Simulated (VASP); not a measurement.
Wanted: the native input for a VASP 6.6.1 run.

- Task: single point
- Functional: r2SCAN
- Potentials or basis: VASP PAW PBE potentials, release 64 (Ag, Br)
- Cutoff: 550 eV
- k mesh: 8 × 8 × 8
- Occupations: fermi-dirac, width 0.02 eV
- Spin: no spin polarisation
- Dipole correction: no
- Further INCAR settings: ALGO = Normal; EDIFF = 1e-06; NBANDS = 16

AgBr:

```
CELL_PARAMETERS angstrom
0.00000 2.89276 2.89276
2.89276 0.00000 2.89276
2.89276 2.89276 0.00000
ATOMIC_POSITIONS crystal
Ag 0.00000 0.00000 0.00000
Br 0.50000 0.50000 0.50000
```

The input as run:

POSCAR

```
AgBr
1.0
    0.0000000000      2.8927623052      2.8927623052
    2.8927623052      0.0000000000      2.8927623052
    2.8927623052      2.8927623052      0.0000000000
Ag Br
1 1
Direct
    0.0000000000      0.0000000000      0.0000000000
    0.5000000000      0.5000000000      0.5000000000
```

INCAR.step1

```
PREC     = Accurate       # precision mode
ENCUT    = 550            # plane-wave cutoff, eV
ISMEAR   = -1             # smearing method
SIGMA    = 0.02           # smearing width, eV
LREAL    = F              # projectors in reciprocal space
LASPH    = T              # aspherical terms in the spheres
NELM     = 120            # most SCF steps
NBANDS   = 16             # bands
GGA      = PE             # functional
ALGO     = Normal         # electronic algorithm
EDIFF    = 1E-5           # SCF threshold, eV
LWAVE    = T              # write WAVECAR
LCHARG   = F              # write CHGCAR
GGA_COMPAT= F
```

INCAR.step2

```
PREC     = Accurate       # precision mode
ENCUT    = 550            # plane-wave cutoff, eV
EDIFF    = 1E-6           # SCF threshold, eV
ISMEAR   = -1             # smearing method
SIGMA    = 0.02           # smearing width, eV
LREAL    = F              # projectors in reciprocal space
LASPH    = T              # aspherical terms in the spheres
NELM     = 120            # most SCF steps
ALGO     = Normal         # electronic algorithm
ISIF     = 2              # what is computed and relaxed
LWAVE    = F              # write WAVECAR
LCHARG   = F              # write CHGCAR
METAGGA  = R2SCAN         # meta-GGA
LMIXTAU  = T            
NBANDS   = 16             # bands
ISTART   = 1            
GGA_COMPAT= F
```

KPOINTS

```
regular mesh
0
Gamma
  8 8 8
```

Potentials or basis: VASP PAW PBE potentials, release 64 (Ag, Br).

Launch:

```sh
$ cat potpaw_PBE.64/Ag/POTCAR potpaw_PBE.64/Br/POTCAR > POTCAR
$ cp INCAR.step1 INCAR
$ mpirun -np 1 vasp_std > vasp.out
$ cp INCAR.step2 INCAR
$ mpirun -np 1 vasp_std > vasp.out
```

It gave:

```json
{
 "Pressure": "-0.1 GPa",
 "Band gap on the k mesh": "1.25 eV, indirect (least direct gap 3.19 eV)"
}
```

Caveat: the PAW data sets were made with another functional, which shifts forces and pressure a little.

Run time: 71 s on 1 thread of Intel(R) Xeon(R) Platinum 8488C (Sapphire Rapids), with other jobs on the host, peak memory 0.2 GiB.
